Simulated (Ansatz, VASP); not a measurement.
# InSb3: VASP beside Ansatz

```
In Sb
1.0
     0.00000    3.72388    3.72388
     3.72388    0.00000    3.72388
     3.72388    3.72388    0.00000
In Sb
1 3
Cartesian
  0.0000 0.0000 0.0000
  1.8619 1.8619 1.8619
  5.5858 5.5858 5.5858
  3.7239 3.7239 3.7239
```

Alike in both runs: functional PBEsol; k mesh 10 × 10 × 10; occupations gaussian, width 0.1 eV; no spin polarisation.

Ansatz relaxed the structure, and its values are those at the end. VASP's run is a single point on that final structure, the one shown.

```csv
,VASP,Ansatz
version,VASP 6.6.1,Ansatz 0.2.0
potentials or method,"VASP PAW PBE potentials, release 64 (In_d, Sb), cutoff 520 eV","scalar-relativistic, plane waves, PAW"
valence electrons in the cell,28,58
```

```csv
,VASP,Ansatz,Ansatz less VASP
gap on the k mesh at the Fermi level (eV),none,none,-
pressure (GPa),0.0,0.0,0.00
```

VASP's potentials were made for PBE, not for PBEsol. A gap of «none» marks a metal or a gap that the smearing closes. VASP's potentials hold 28 valence electrons a cell and Ansatz's 58, so a difference there can come from the potentials and not from the codes.

Spin-orbit coupling is off throughout.
